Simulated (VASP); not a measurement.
A run of VASP 6.6.1 is set up as follows.

File INCAR:

```
  ALGO = Normal
  EDIFF = 1E-7
  ENCUT = 520
  GGA = RE
  ISIF = 2
  ISMEAR = -1
  IVDW = 13
  LASPH = T
  LCHARG = F
  LREAL = F
  LWAVE = F
  NBANDS = 22
  NELM = 60
  PREC = Accurate
  SIGMA = 0.05
```

File KPOINTS:

```
k-points
0
Gamma
  11 11 3
```

POSCAR

```
Re
1.0
    2.7543782685      0.0000000000      0.0000000000
   -1.3771891342      2.3853615521      0.0000000000
    0.0000000000      0.0000000000      8.9095866308
Re
4
Direct
    0.6666666667      0.3333333333      0.7500000000
    0.0000000000      0.0000000000      0.5000000000
    0.3333333333      0.6666666667      0.2500000000
    0.0000000000      0.0000000000      0.0000000000
```

Potentials or basis: VASP PAW PBE potentials, release 64 (Re).

Run with:

```console
$ cat potpaw_PBE.64/Re/POTCAR > POTCAR
$ mpirun -np 1 vasp_std > vasp.out
```

Question: Estimate the band gap on the k mesh.

Answer: Zero (band 14 reaches 9.22 eV, above the bottom of band 15 at 6.77 eV).

Question: Estimate the dispersion energy per atom.

Answer: -1.027 eV.

Caveat: spin-orbit coupling is left out, which moves the levels of the heavy elements.
